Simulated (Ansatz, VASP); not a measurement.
## One calculation of Ga, two programs

```
Ga
1.0
    -2.48100    2.29493    1.37215
     2.29493   -2.48100    1.37215
     2.92528    2.92528   -1.71293
Ga
2
Direct
  0.98927 0.01073 0.00000
  0.76073 0.23927 0.50000
```

Alike in both runs: task single point; functional revPBE; k mesh 15 × 15 × 9; occupations fermi-dirac, width 0.1 eV; no spin polarisation.

|  | VASP | Ansatz |
| --- | --- | --- |
| version | VASP 6.6.1 | Ansatz 0.2.0 |
| potentials or method | VASP PAW PBE potentials, release 64 (Ga_d), cutoff 520 eV | plane waves (420 eV) with PAW, scalar-relativistic |
| valence electrons in the cell | 26 | 26 |

Ansatz gave:

| Property | Result |
| --- | --- |
| pressure (GPa) | 4.6 |
| traceless stress, the component that is largest in VASP (GPa) | 0.17 |

Q: Estimate VASP's values.

A: Pressure (GPa): 4.9; traceless stress, the component that is largest in VASP (GPa): 0.20.

VASP's potentials were made for PBE, not for revPBE.
